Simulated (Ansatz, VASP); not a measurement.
# One calculation of AgCl, two programs

```
Ag Cl
1.0
     0.00000    2.82943    2.82943
     2.82943    0.00000    2.82943
     2.82943    2.82943    0.00000
Ag Cl
1 1
Direct
  0.00000 0.00000 0.00000
  0.50000 0.50000 0.50000
```

Alike in both runs: task single point; functional PBE; k mesh 4 × 4 × 4; no spin polarisation.

|  | VASP | Ansatz |
| --- | --- | --- |
| version | VASP 6.6.1 | Ansatz 0.2.0-dev |
| potentials or method | VASP PAW PBE potentials, release 64 (Ag, Cl), cutoff 500 eV | hard PAW set made for 700 eV |
| occupations | gaussian, width 0.01 eV | fixed |

|  | VASP | Ansatz | Ansatz less VASP |
| --- | --- | --- | --- |
| gap on the k mesh at the Fermi level (eV) | 0.93 | 0.93 | +0.004 |

The k mesh is coarse, so the values compare programs but aren't converged.
